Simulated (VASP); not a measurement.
Runs of VASP 6.6.1 on Cu. The structure is that of space group Fm-3m (No. 225), or close to it. The cells are those of the table. 

| task | cell | cutoff (eV) | gap on the mesh (eV) | pressure (GPa) |
| --- | --- | --- | --- | --- |
| single point | a = 2.524 Å, angles 60.0°, 1 atom | 520 | none | (b) |
| relaxation of cell and atoms | relaxed to 1 GPa from a = 2.529 Å, angles 60.0°, 1 atom | 600 | none | 1.0 |
| single point | a = 2.519 Å, angles 60.0°, 1 atom | 520 | none | 2.5 |
| single point | a = 2.497 Å, angles 60.0°, 1 atom | 520 | none | (a) |
| single point | a = 2.529 Å, angles 60.0°, 1 atom | 520 | none | 0.5 |
| single point | a = 2.466 Å, angles 60.0°, 1 atom | 520 | none | 15.6 |
| single point | a = 2.485 Å, angles 60.0°, 1 atom | 520 | none | 10.7 |
| single point | a = 2.510 Å, angles 60.0°, 1 atom | 520 | none | 4.5 |

Alike in all rows: level r2SCAN; potentials or basis VASP PAW PBE potentials, release 64 (Cu); no spin polarisation; k mesh 26 × 26 × 26; smearing fermi-dirac 0.1 eV.

**Question.** Estimate the missing entries.

**Answer.** (a) 7.6; (b) 1.5.

Caveats: the PAW data sets were made with another functional, which shifts forces and pressure a little; the cell stands under pressure (at least some runs); the cell is relaxed towards a set pressure, so the run minimises the enthalpy, not the energy (at least some runs).

A gap of «none» marks levels without a gap at the run's occupations.
